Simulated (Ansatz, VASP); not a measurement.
**One calculation of SrTiO3, two programs**

```
CELL_PARAMETERS angstrom
3.90751 0.00000 0.00000
0.00000 3.90751 0.00000
0.00000 0.00000 3.90751
ATOMIC_POSITIONS crystal
Sr 0.00000 0.00000 0.00000
Ti 0.50000 0.50000 0.50000
O 0.50000 0.00000 0.50000
O 0.50000 0.50000 0.00000
O 0.00000 0.50000 0.50000
```

Alike in both runs: functional r2SCAN; k mesh 8 × 8 × 8; occupations gaussian, width 0.02 eV; no spin polarisation.

Ansatz relaxed the structure, and its values are those at the end. VASP's run is a single point on that final structure, the one shown.

|  | VASP | Ansatz |
| --- | --- | --- |
| version | VASP 6.6.1 | Ansatz 0.2.0 |
| potentials or method | VASP PAW PBE potentials, release 64 (Sr_sv, Ti_sv, O), cutoff 520 eV | scalar-relativistic, plane waves, PAW |
| valence electrons in the cell | 40 | 40 |

VASP gave:

* gap on the k mesh at the Fermi level (eV): 2.27
* least direct gap on the mesh (eV): 2.66
* pressure (GPa): 0.8

Q: Which values does Ansatz return?

A: gap on the k mesh at the Fermi level (eV): 2.27; least direct gap on the mesh (eV): 2.63; pressure (GPa): 0.0.

VASP's potentials were made for PBE, not for r2SCAN.
